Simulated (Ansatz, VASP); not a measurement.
CaSe: VASP beside Ansatz

POSCAR

```
CaSe
1.0
    0.1141511840      3.0816862956      3.0816862956
    3.0816862956      0.1141511840      3.0816862956
    3.0816862956      3.0816862956      0.1141511840
Ca Se
1 1
Direct
    0.0000000000      0.0000000000      0.0000000000
    0.5000000000      0.5000000000      0.5000000000
```

The input INCAR.step1:

```
SYSTEM = CaSe
ALGO = Normal
EDIFF = 1E-4
ENCUT = 520
GGA = PE
ISMEAR = 0
LASPH = .TRUE.
LCHARG = .FALSE.
LREAL = .FALSE.
LWAVE = .TRUE.
NBANDS = 15
NELM = 80
PREC = Accurate
SIGMA = 0.01
```

INCAR.step2

```
SYSTEM = CaSe
ALGO = Normal
EDIFF = 1E-6
ENCUT = 520
ISIF = 2
ISMEAR = 0
ISTART = 1
LASPH = .TRUE.
LCHARG = .FALSE.
LMIXTAU = .TRUE.
LREAL = .FALSE.
LWAVE = .FALSE.
METAGGA = R2SCAN
NBANDS = 15
NELM = 80
PREC = Accurate
SIGMA = 0.01
```

The input KPOINTS:

```
k-points
0
G
  8 8 8
  0 0 0
```

Input for Ansatz:

```yaml
crystal:
  lattice:
    - [0.114151184, 3.0816862956, 3.0816862956]
    - [3.0816862956, 0.114151184, 3.0816862956]
    - [3.0816862956, 3.0816862956, 0.114151184]
  atoms:
    - { symbol: Ca, position: [0.0, 0.0, 0.0] }
    - { symbol: Se, position: [0.5, 0.5, 0.5] }
kpoints:
  mp_grid: { grid: [8, 8, 8] }
  band_path:
    path:
      - [0.0, 0.0, 0.0]
      - [0.5, 0.0, 0.5]
      - [0.625, 0.25, 0.625]
      - [0.375, 0.375, 0.75]
      - [0.5, 0.5, 0.5]
      - [0.5, 0.25, 0.75]
    npoints: 1
hamiltonian:
  xc: r2scan
scf:
  occupations: { method: fixed }
  n_extra_bands: 4
output:
  forces: true
  stress: true
  eigenvalues: true
```

Change from the starting cell: shear_111 strain +5.8%.

Alike in both runs: task single point; functional r2SCAN; k mesh 8 × 8 × 8; no spin polarisation.

|  | VASP | Ansatz |
| --- | --- | --- |
| version | VASP 6.6.1 | Ansatz 0.2.0 |
| potentials or method | VASP PAW PBE potentials, release 64 (Ca_sv, Se) | plane waves, PAW |
| plane-wave cutoff (eV) | 520 | 500 |
| occupations | gaussian, width 0.01 eV | fixed |
| valence electrons in the cell | 16 | 26 |

```tsv
	VASP	Ansatz	Ansatz less VASP
gap on the k mesh at the Fermi level (eV)	2.51	2.51	-0.001
pressure (GPa)	-2.4	-2.6	-0.20
traceless stress, the component that is largest in VASP (GPa)	-1.16	-1.17	-0.005
```

VASP's potentials were made for PBE, not for r2SCAN. VASP's potentials hold 16 valence electrons a cell and Ansatz's 26, so a difference there can come from the potentials and not from the codes.
